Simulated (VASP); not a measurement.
# Te2Mo in VASP: a series of runs

Te2Mo is run at these levels: PBE+D3(BJ); tasks: single point.

All numbers are computed with VASP 6.6.1; they aren't measurements. Logs are shortened: lines on timing, memory, paths and dates and some standing lists are left out, and cuts for length are marked.

## 1. The cell of the first run

The cell holds a slab with vacuum, 6 atoms: a = 3.504 Å, b = 3.504 Å, c = 24.768 Å, α = 90.00°, β = 90.00°, γ = 120.00°.

## 2. Single point, PBE+D3(BJ)

Input file INCAR:

```
SYSTEM = Te2Mo
PREC     = Accurate       ! precision mode
ENCUT    = 520            ! plane-wave cutoff, eV
EDIFF    = 1E-6           ! SCF threshold, eV
ISMEAR   = 0              ! smearing method
SIGMA    = 0.05           ! smearing width, eV
LREAL    = .FALSE.        ! projectors in reciprocal space
LASPH    = .TRUE.         ! aspherical terms in the spheres
NELM     = 60             ! most SCF steps
ALGO     = Normal         ! electronic algorithm
ISIF     = 2              ! what is computed and relaxed
LWAVE    = .FALSE.        ! write WAVECAR
LCHARG   = .TRUE.         ! write CHGCAR
LDIPOL   = .TRUE.       
IDIPOL   = 3            
DIPOL    = 0.5 0.5 0.397
GGA      = PE             ! functional
IVDW     = 12             ! dispersion correction
LELF     = .TRUE.         ! ELF
LVHAR    = .TRUE.       
LVACPOTAV= .TRUE.       
NBANDS   = 35             ! bands
```

Input file KPOINTS:

```
regular mesh
0
G
  9 9 1
  0 0 0
```

Input file POSCAR:

```
Te2Mo
1.0
    3.5038816881      0.0000000000      0.0000000000
   -1.7519408440      3.0344505538      0.0000000000
    0.0000000000      0.0000000000     24.7677198395
Te Mo
4 2
Direct
    0.3333333333      0.6666666667      0.1816881017
    0.3333333333      0.6666666667      0.3284056818
    0.6666666667      0.6666666667      0.4656811364
    0.6666666667      0.6666666667      0.6123987165
    0.6666666667      0.3333333333      0.2550468917
    1.0000000000      0.3333333333      0.5390399264
```

Potentials or basis: VASP PAW PBE potentials, release 64 (Te, Mo_sv).

Run with:

```console
cat potpaw_PBE.64/Te/POTCAR potpaw_PBE.64/Mo_sv/POTCAR > POTCAR
mpirun -np 1 vasp_std > vasp.out
```

OUTCAR:

```text
SYSTEM = Te2Mo
   PREC = Accurate
   ENCUT = 520
   EDIFF = 1E-6
   ISMEAR = 0
   LREAL = .FALSE.
   LASPH = .TRUE.
   NELM = 60
   ISIF = 2
   GGA = PE
   IVDW = 12
 IVDW          = 12

 ion  position               nearest neighbor table
   1  0.333  0.667  0.182-   5 2.72   5 2.72   5 2.72   2 3.63
   2  0.333  0.667  0.328-   5 2.72   5 2.72   5 2.72   3 3.60   1 3.63
   3  0.667  0.667  0.466-   6 2.72   6 2.72   6 2.72   2 3.60   4 3.63
   4  0.667  0.667  0.612-   6 2.72   6 2.72   6 2.72   3 3.63
   5  0.667  0.333  0.255-   1 2.72   1 2.72   1 2.72   2 2.72   2 2.72   2 2.72
   6  0.000  0.333  0.539-   3 2.72   3 2.72   3 2.72   4 2.72   4 2.72   4 2.72

  LATTYP: Found a hexagonal cell.
 ALAT       =     3.5038816881
 C/A-ratio  =     7.0686518679

  Lattice vectors:

 A1 = (   3.5038816881,   0.0000000000,   0.0000000000)
 A2 = (  -1.7519408440,   3.0344505538,   0.0000000000)
 A3 = (   0.0000000000,   0.0000000000,  24.7677198395)

Analysis of symmetry for initial positions (statically):
=====================================================================
 Subroutine PRICEL returns:
 Original cell was already a primitive cell.

 Routine SETGRP: Setting up the symmetry group for a
 hexagonal supercell.

 Subroutine GETGRP returns: Found  2 space group operations
 (whereof  1 operations were pure point group operations)
 out of a pool of 24 trial point group operations.

The static configuration has the point symmetry C_1 .
 The point group associated with its full space group is C_2 .

Analysis of symmetry for dynamics (positions and initial velocities):
=====================================================================
 Subroutine PRICEL returns:
 Original cell was already a primitive cell.

 Routine SETGRP: Setting up the symmetry group for a
 hexagonal supercell.

 Subroutine GETGRP returns: Found  2 space group operations
 (whereof  1 operations were pure point group operations)
 out of a pool of 24 trial point group operations.

The dynamic configuration has the point symmetry C_1 .
 The point group associated with its full space group is C_2 .

 Subroutine INISYM returns: Found  2 space group operations
 (whereof  1 operations are pure point group operations),
 and found     1 'primitive' translations

----------------------------------------------------------------------------------------

                                     Primitive cell

  volume of cell :     263.3392

  direct lattice vectors                    reciprocal lattice vectors
     3.503881688  0.000000000  0.000000000     0.285397764  0.164774476  0.000000000
    -1.751940844  3.034450554  0.000000000     0.000000000  0.329548952  0.000000000
     0.000000000  0.000000000 24.767719839     0.000000000  0.000000000  0.040375134

  length of vectors
     3.503881688  3.503881688 24.767719839     0.329548952  0.329548952  0.040375134

  position of ions in fractional coordinates (direct lattice)
     0.333333333  0.666666667  0.181688102
     0.333333333  0.666666667  0.328405682
     0.666666667  0.666666667  0.465681136
     0.666666667  0.666666667  0.612398717
     0.666666667  0.333333333  0.255046892
     1.000000000  0.333333333  0.539039926

  ion indices of the primitive-cell ions
   primitive index   ion index
                 1           1
                 2           2
                 3           3
                 4           4
                 5           5
                 6           6

----------------------------------------------------------------------------------------

 KPOINTS: regular mesh

Automatic generation of k-mesh.
 Grid dimensions read from file:
 generate k-points for:    9    9    1

 Generating k-lattice:

  Cartesian coordinates                     Fractional coordinates (reciprocal lattice)
     0.031710863  0.018308275  0.000000000     0.111111111  0.000000000  0.000000000
     0.000000000  0.036616550  0.000000000     0.000000000  0.111111111  0.000000000
     0.000000000  0.000000000  0.040375134     0.000000000  0.000000000  1.000000000

  Length of vectors
     0.036616550  0.036616550  0.040375134

  Shift w.r.t. Gamma in fractional coordinates (k-lattice)
     0.000000000  0.000000000  0.000000000

 Subroutine IBZKPT returns following result:
 ===========================================

 Found     25 irreducible k-points:

 Following reciprocal coordinates:
            Coordinates               Weight
  0.000000  0.000000  0.000000      1.000000
  0.111111  0.000000  0.000000      4.000000
  0.000000  0.111111  0.000000      2.000000
  0.222222 -0.000000  0.000000      4.000000
  0.000000  0.222222  0.000000      2.000000
  0.333333  0.000000  0.000000      4.000000
[... 16 lines left out ...]
 -0.222222 -0.444444  0.000000      4.000000
  0.444444  0.333333  0.000000      4.000000
   k-points           NKPTS =     25   k-points in BZ     NKDIM =     25   number of bands    NBANDS=     35
   number of dos      NEDOS =    301   number of ions     NIONS =      6
   total plane-waves  NPLWV = 150528
   dimension x,y,z NGX =    28 NGY =   28 NGZ =  192
   dimension x,y,z NGXF=    56 NGYF=   56 NGZF=  384
   ions per type =               4   2
   NGX,Y,Z   is equivalent  to a cutoff of  13.28, 13.28, 12.89 a.u.
   NGXF,Y,Z  is equivalent  to a cutoff of  26.57, 26.57, 25.77 a.u.
 SYSTEM =  Te2Mo
   PREC   = accura    normal or accurate (medium, high low for compatibility)
   ISTART =      0    job   : 0-new  1-cont  2-samecut
   ICHARG =      2    charge: 1-file 2-atom 10-const
   ISPIN  =      1    spin polarized calculation?
   LNONCOLLINEAR =      F non collinear calculations
   LSORBIT =      F    spin-orbit coupling
   LASPH  =      T    aspherical Exc in radial PAW
   ENCUT  =  520.0 eV  38.22 Ry    6.18 a.u.   6.51  6.51 46.05*2*pi/ulx,y,z
   NELM   =     60;   NELMIN=  2; NELMDL= -5     # of ELM steps
   EDIFF  = 0.1E-05   stopping-criterion for ELM
   LREAL  =      F    real-space projection
   EDIFFG = 0.1E-04   stopping-criterion for IOM
   NSW    =      0    number of steps for IOM
   IBRION =     -1    ionic relax: 0-MD 1-quasi-New 2-CG
   NFREE  =      0    steps in history (QN), initial steepest desc. (CG)
   ISIF   =      2    stress and relaxation
   ISYM   =      2    0-nonsym 1-usesym 2-fastsym
   POTIM  = 0.5000    time-step for ionic-motion
   TEBEG  =    0.0;   TEEND  =   0.0 temperature during run
   PSTRESS=    0.0 pullay stress
   NELECT =      52.0000    total number of electrons
   NUPDOWN=      -1.0000    fix difference up-down
   EMIN   =  10.00;   EMAX   =-10.00  energy-range for DOS
   EFERMI =   0.00;   METHOD = LEGACY
   ISMEAR =     0;   SIGMA  =   0.05  broadening in eV -4-tet -1-fermi 0-gaus
   EFERMI_NEDOS =   21; number of points for ismear=-14 and -15
   IALGO  =     38    algorithm
   IMIX   =      4    mixing-type and parameters
     AMIX     =   0.40;   BMIX     =  1.00
     AMIX_MAG =   1.60;   BMIX_MAG =  1.00
  volume/ion in A,a.u.               =      43.89       296.18
  Fermi-wavevector in a.u.,A,eV,Ry     =   0.953317  1.801508 12.365161  0.908814
  Thomas-Fermi vector in A             =   2.081961
   LORBIT       =      0    0 simple, 1 ext, 2 COOP (PROOUT), +10 PAW based schemes
   GGA     = PE    functional components
   LHFCALC =     F    Hartree Fock is set to
   AEXX    =    0.0000 exact exchange contribution
   IVDW    =    12    specifies the selected vdW correction
   LEPSILON=     F    determine dielectric tensor
   LRPA    =     F    only Hartree local field effects (RPA)
 non-spin polarized calculation
 Gauss-broadening in eV      SIGMA  =   0.05
  energy-cutoff  :      520.00
  volume of cell :      263.34
 maximum number of plane-waves:      7173
 NGX is ok and might be reduce to    28
   NGX = 13   NGY = 13   NGZ = 93

 dipolmoment           0.000000      0.000000      0.000015 electrons x Angstroem

 number of electron      51.9999997 magnetization

 dipolmoment           0.000000      0.000000     -0.000002 electrons x Angstroem

 Free energy of the ion-electron system (eV)
  ---------------------------------------------------
  ext. energy  EPLUGINS =         0.00000000
  ---------------------------------------------------
  free energy    TOTEN  =       -35.90068702 eV

  energy without entropy =      -35.90068702  energy(sigma->0) =      -35.90068702

 E-fermi :   2.9510     XC(G=0):  -6.3788

 val. band max:        2.5342147123   @ k =   0.0000   0.1111   0.0000
 cond. band min:       3.5627002461   @ k =   0.2222   0.2222   0.0000
 fundamental gap:      1.0284855338
 Fermi energy:         2.9509661553

 k-point     1 :       0.0000    0.0000    0.0000
  band No.  band energies     occupation
      1     -58.1787      2.00000
      2     -58.1787      2.00000
      3     -32.3575      2.00000
      4     -32.3575      2.00000
      5     -32.2123      2.00000
      6     -32.2123      2.00000
[... 27 lines left out ...]
     34       5.9899      0.00000
     35       6.6709      0.00000

 k-point     2 :       0.1111    0.0000    0.0000
  band No.  band energies     occupation
      1     -58.1775      2.00000
      2     -58.1775      2.00000
      3     -32.3541      2.00000
      4     -32.3540      2.00000
      5     -32.2282      2.00000
      6     -32.2270      2.00000
[... 27 lines left out ...]
     34       5.8217      0.00000
     35       6.9104      0.00000

 k-point     3 :       0.0000    0.1111    0.0000
  band No.  band energies     occupation
      1     -58.1775      2.00000
      2     -58.1775      2.00000
      3     -32.3540      2.00000
      4     -32.3540      2.00000
      5     -32.2270      2.00000
      6     -32.2270      2.00000
[... 27 lines left out ...]
     34       5.8356      0.00000
     35       6.9072      0.00000
[... 723 lines left out ...]
 k-point    23 :      -0.2222   -0.4444    0.0000
  band No.  band energies     occupation
      1     -58.1677      2.00000
      2     -58.1677      2.00000
      3     -32.3287      2.00000
      4     -32.3276      2.00000
      5     -32.3244      2.00000
      6     -32.3227      2.00000
[... 27 lines left out ...]
     34       6.6339      0.00000
     35       6.8788      0.00000

 k-point    24 :       0.4444    0.3333    0.0000
  band No.  band energies     occupation
      1     -58.1677      2.00000
      2     -58.1677      2.00000
      3     -32.3301      2.00000
      4     -32.3292      2.00000
      5     -32.3236      2.00000
      6     -32.3217      2.00000
[... 27 lines left out ...]
     34       6.4277      0.00000
     35       7.2002      0.00000

 [... further k-points ...]

------------------------ aborting loop because EDIFF is reached ----------------------------------------

 Edisp (eV)   -2.80588

 E8    (eV) :    -1.3274

  FORCE on cell =-STRESS in cart. coord.  units (eV):
  Direction    XX          YY          ZZ          XY          YZ          ZX
  --------------------------------------------------------------------------------------
  -------------------------------------------------------------------------------------
  Total       0.09836    -0.25463     0.48492    -0.00000     0.00000     0.75932
  in kB       0.59840    -1.54922     2.95030    -0.00000     0.00000     4.61974
  external pressure =        0.67 kB  Pullay stress =        0.00 kB

 VOLUME and BASIS-vectors are now :
 -----------------------------------------------------------------------------
  energy-cutoff  :      520.00
  volume of cell :      263.34
      direct lattice vectors                 reciprocal lattice vectors
     3.503881688  0.000000000  0.000000000     0.285397764  0.164774476  0.000000000
    -1.751940844  3.034450554  0.000000000     0.000000000  0.329548952  0.000000000
     0.000000000  0.000000000 24.767719839     0.000000000  0.000000000  0.040375134

 POSITION                                       TOTAL-FORCE (eV/Angst)
 -----------------------------------------------------------------------------------
     -0.00000      2.02297      4.50000         0.003620     -0.004789      0.002799
     -0.00000      2.02297      8.13386        -0.150400      0.003066     -0.130553
      1.16796      2.02297     11.53386         0.150400      0.003066      0.130553
      1.16796      2.02297     15.16772        -0.003620     -0.004789     -0.002799
      1.75194      1.01148      6.31693        -0.041163      0.001723     -0.018074
     -0.58398      1.01148     13.35079         0.041163      0.001723      0.018074
 -----------------------------------------------------------------------------------
    total drift:                                0.000012     -0.000570     -0.000066

  FREE ENERGIE OF THE ION-ELECTRON SYSTEM (eV)
  ---------------------------------------------------
  free  energy   TOTEN  =       -38.7065676941 eV

  energy  without entropy=      -38.7065676941  energy(sigma->0) =      -38.70656769

 vacuum level on the upper side and lower side of the slab         7.316         7.316
```

It took 3.7 min on 1 thread of Intel Xeon 6975P-C (Granite Rapids), shared host; peak memory 0.48 GiB.

Results:

```
Free energy                : -38.7066 eV
Largest force              : 0.199 eV/Å
Band gap on the k mesh     : 1.03 eV, indirect (least direct gap 1.15 eV)
Dispersion energy per atom : -0.468 eV
```

Forces in eV/Å, atoms in the order of the input:
```
Te   0.004 -0.005  0.003
Te  -0.150  0.003 -0.131
Te   0.150  0.003  0.131
Te  -0.004 -0.005 -0.003
Mo  -0.041  0.002 -0.018
Mo   0.041  0.002  0.018
```

Caveat: spin-orbit coupling is left out, which moves the levels of the heavy elements.

(Continued in part 2 of 2.)
